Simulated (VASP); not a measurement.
Here is a VASP 6.6.1 calculation.

File INCAR:

```
PREC = Accurate
ENCUT = 520
EDIFF = 1E-6
ISMEAR = 0
SIGMA = 0.1
LREAL = False
LASPH = True
NELM = 60
ALGO = Fast
ISIF = 2
LWAVE = False
LCHARG = False
GGA = PE
NBANDS = 32
```

File KPOINTS:

```
regular mesh
0
Gamma
  8 10 6
```

The input POSCAR:

```
B2Pd3Pt
1.0
    4.7386157769      0.0000000000      0.0045484350
    0.0000000000      3.1872099747      0.0000000000
   -0.0924051064      0.0000000000      5.1776776552
B Pd Pt
2 3 1
Direct
    0.0029020604      0.0000000000      0.0034797351
    0.4928109967      0.5000000000      0.4959539334
    0.2436440570      0.5000000000      0.8424949982
    0.7560509560      0.5000000000      0.1556033253
    0.7478119599      0.0000000000      0.6589124057
    0.2567799700      0.0000000000      0.3435556021
```

Potentials or basis: VASP PAW PBE potentials, release 64 (B, Pd, Pt).

Command:

```bash
$ cat potpaw_PBE.64/B/POTCAR potpaw_PBE.64/Pd/POTCAR potpaw_PBE.64/Pt/POTCAR > POTCAR
$ mpirun -np 1 vasp_std > vasp.out
```

Question: What does it give for the pressure?

Answer: 0.1 GPa.

Question: What does it give for the largest force?

Answer: 0.017 eV/Å.

Question: What does it give for the band gap on the k mesh?

Answer: Zero (bands 23 and 24 overlap by 2.66 eV).

Forces in eV/Å, atoms in the order of the input:
```
B   -0.001  0.000 -0.001
B    0.012  0.000  0.007
Pd  -0.001  0.000  0.005
Pd  -0.002  0.000 -0.001
Pd   0.005  0.000 -0.016
Pt  -0.012  0.000  0.006
```

Caveat: spin-orbit coupling is left out, which moves the levels of the heavy elements.
